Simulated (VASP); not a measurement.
H, 4 atoms in the cell. The typed cell holds 4 atoms: a = 3.649 Å, b = 3.578 Å, c = 4.112 Å, α = 89.27°, β = 89.46°, γ = 88.60°. 

| Property | Result |
| --- | --- |
| Program | VASP 6.6.1 |
| Task | single point |
| Functional | PBEsol |
| Potentials or basis | VASP PAW PBE potentials, release 64 (H) |
| Cutoff | 520 eV |
| k mesh | 2 × 2 × 2 |
| Occupations | gaussian, width 0.02 eV |
| Spin | no spin polarisation |
| Dipole correction | no |
| Further INCAR settings | ALGO = Normal; EDIFF = 1e-06; NBANDS = 10 |

Potentials or basis: VASP PAW PBE potentials, release 64 (H).

Launch:

```sh
$ cat potpaw_PBE.64/H/POTCAR > POTCAR
$ mpirun -np 1 vasp_std > vasp.out
```

Hardware: 1 thread of Intel Xeon 6975P-C (shared host).

Question: How long does it take, and how much memory?

Answer: It took 11 s on 1 thread of Intel Xeon 6975P-C, with other jobs on the host, peak memory 0.14 GiB. Counts: scf iterations 12, k points 8.
